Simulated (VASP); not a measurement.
Runs of VASP 6.6.1 on TiO2 (Rutile). The structure is that of space group P4_2/mnm (No. 136), or close to it. The cells are those of the table. 

```tsv
task	level	cell	gap on the mesh (eV)	pressure (GPa)	largest force (eV/Å)
relaxation of the atoms	PBE	atoms relaxed from a = 4.654, b = 4.654, c = 2.998 Å, 6 atoms	1.79	-3.2	-
single point	PBE	a = 4.594, b = 4.594, c = 2.929 Å, 6 atoms	1.86	8.4	0.03
single point	PBE	a = 4.594, b = 4.594, c = 2.959 Å, 6 atoms	1.84	5.5	0.03
single point	PBE	a = 4.594, b = 4.594, c = 2.900 Å, 6 atoms	(a)	11.4	0.03
single point	PBE	a = 4.500, b = 4.500, c = 2.899 Å, 6 atoms	1.92	(b)	0.02
electric field gradients	PBEsol	a = 4.594, b = 4.594, c = 2.959 Å, 6 atoms	1.81	-1.6	0.04
single point	PBE	a = 4.594, b = 4.594, c = 2.870 Å, 6 atoms	1.90	14.5	0.03
```

Alike in all rows: potentials or basis VASP PAW PBE potentials, release 64 (Ti_sv, O); no spin polarisation; k mesh 7 × 7 × 10; cutoff (eV) 520; smearing fermi-dirac 0.02 eV.

Estimate the missing entries.

(a) 1.88; (b) 22.5.

Caveats: the PAW data sets were made with another functional, which shifts forces and pressure a little (some runs).

A k mesh can miss the band edges.
